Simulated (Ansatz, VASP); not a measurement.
## Two plane-wave programs on GaN

```xyz
6
Lattice="3.1503 0.0000 0.0000 0.0000 4.4551 0.0000 0.0000 0.0000 19.1503" Properties=species:S:1:pos:R:3 pbc="T T T"
Ga    0.7876    0.4132    8.1593
Ga    2.3627    2.8441    9.5752
Ga    0.7876    0.4132   10.9911
N     2.3627    3.9675    7.9652
N     0.7876    1.7600    9.5751
N     2.3627    3.9675   11.1851
```

Alike in both runs: functional LDA; k mesh 8 × 6 × 1; occupations fermi-dirac, width 0.02 eV; no spin polarisation.

Ansatz relaxed the structure, and its values are those at the end. VASP's run is a single point on that final structure, the one shown.

|  | VASP | Ansatz |
| --- | --- | --- |
| version | VASP 6.6.1 | Ansatz 0.2.0 |
| potentials or method | VASP PAW LDA potentials, release 64 (Ga_d, N) | PAW with Ansatz's default frozen-core files, scalar-relativistic |
| plane-wave cutoff (eV) | 520 | 420 |
| valence electrons in the cell | 54 | 54 |

|  | VASP | Ansatz | Ansatz less VASP |
| --- | --- | --- | --- |
| gap on the k mesh at the Fermi level (eV) | 1.30 | 1.30 | +0.007 |
| rms of the force components (eV/Å) | 0.028 | 0.000 | -0.0279 |

LDA's correlation is that of Perdew and Zunger in VASP and of Perdew and Wang (1992) in Ansatz. Ansatz's warnings: stress scf threshold loose, xc potential rough in thin density.
